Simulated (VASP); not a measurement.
Here is a VASP 6.6.1 calculation.

The input INCAR:

```
PREC = Accurate
ENCUT = 520
EDIFF = 1E-6
ISMEAR = 0
SIGMA = 0.01
LREAL = F
LASPH = T
NELM = 150
ALGO = Normal
ISIF = 2
LWAVE = F
LCHARG = T
LNONCOLLINEAR = T
MAGMOM = 0 0 0 0 0 0
LORBIT = 11
LSORBIT = T
GGA_COMPAT = F
LORBMOM = T
GGA = PS
LVHAR = T
NBANDS = 28
```

Contents of KPOINTS:

```
regular mesh
0
Gamma
  6 6 6
```

The input POSCAR:

```
KI
1.0
    0.0000000000      3.5024800858      3.5024800858
    3.5024800858      0.0000000000      3.5024800858
    3.5024800858      3.5024800858      0.0000000000
K I
1 1
Direct
    0.0000000000      0.0000000000      0.0000000000
    0.5000000000      0.5000000000      0.5000000000
```

Potentials or basis: VASP PAW PBE potentials, release 64 (K_sv, I).

The run is started by

```bash
$ cat potpaw_PBE.64/K_sv/POTCAR potpaw_PBE.64/I/POTCAR > POTCAR
$ mpirun -np 1 vasp_ncl > vasp.out
```

Q: What does it give for the pressure?

A: 0.1 GPa.

Q: What does it give for the net moment?

A: 0.00 μB per cell.

Moments on the atoms (μB; x, y, z):
```
K   0.00 0.00 0.00
I   0.00 0.00 0.00
```

Caveat: the PAW data sets were made with another functional, which shifts forces and pressure a little.
